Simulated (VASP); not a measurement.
Here is a VASP 6.6.1 calculation.

File INCAR:

```
SYSTEM = Cu
PREC = Accurate
ENCUT = 520
EDIFF = 1E-7
ISMEAR = 0
SIGMA = 0.15
LREAL = .FALSE.
LASPH = .TRUE.
NELM = 80
ALGO = Normal
ISIF = 2
LWAVE = .FALSE.
LCHARG = .FALSE.
GGA = PS
NBANDS = 12
```

The input KPOINTS:

```
Automatic mesh
0
G
  22 22 22
  0 0 0
```

POSCAR

```
Cu
1.0
    0.0000000000      1.7803875000      1.8075000000
    1.7803875000      0.0000000000      1.8075000000
    1.7803875000      1.7803875000      0.0000000000
Cu
1
Direct
    0.0000000000      0.0000000000      0.0000000000
```

Potentials or basis: VASP PAW PBE potentials, release 64 (Cu).

Run with:

```console
$ cat potpaw_PBE.64/Cu/POTCAR > POTCAR
$ mpirun -np 1 vasp_std > vasp.out
```

Problem. Estimate the pressure.

Solution. -1.4 GPa.

Stress tensor (GPa, compression positive):
```
-1.02  0.00  0.00
 0.00 -1.02  0.00
 0.00  0.00 -2.02
```

Caveat: the cell differs from its parent crystal (strain -0.0150 x Voigt [1, 1, 0, 0, 0, 0]); the PAW data sets were made with another functional, which shifts forces and pressure a little.
